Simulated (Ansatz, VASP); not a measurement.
# One calculation of Si, two programs

```
CELL_PARAMETERS angstrom
-3.38763 3.26326 1.92239
3.38763 -3.26326 1.92239
3.38763 3.26326 -1.92239
ATOMIC_POSITIONS crystal
Si 0.17880 0.17880 0.35760
Si 0.82120 0.82120 0.64240
Si 0.17880 0.82120 0.00000
Si 0.82120 0.17880 0.00000
```

Change from the starting cell: strain +0.0187 x Voigt [1, -1, 0, 0, 0, 0], atoms carried along.

Alike in both runs: task single point; functional LDA; k mesh 10 × 10 × 10; occupations gaussian, width 0.03 eV; no spin polarisation.

```csv
,VASP,Ansatz
version,VASP 6.6.1,Ansatz 0.2.0
potentials or method,"VASP PAW LDA potentials, release 64 (Si), cutoff 520 eV","scalar-relativistic, plane waves, PAW"
valence electrons in the cell,16,16
```

Ansatz gave:

```
gap on the k mesh at the Fermi level (eV)                     : 0.16
least direct gap on the mesh (eV)                             : 0.18
pressure (GPa)                                                : -1.7
traceless stress, the component that is largest in VASP (GPa) : 3.55
rms of the force components (eV/Å)                            : 0.228
```

What did VASP give for the same quantities?

gap on the k mesh at the Fermi level (eV): 0.16; least direct gap on the mesh (eV): 0.18; pressure (GPa): -1.7; traceless stress, the component that is largest in VASP (GPa): 3.57; rms of the force components (eV/Å): 0.229.

LDA's correlation is that of Perdew and Zunger in VASP and of Perdew and Wang (1992) in Ansatz. Atom by atom the forces differ by 0.002 eV/Å (rms over components).
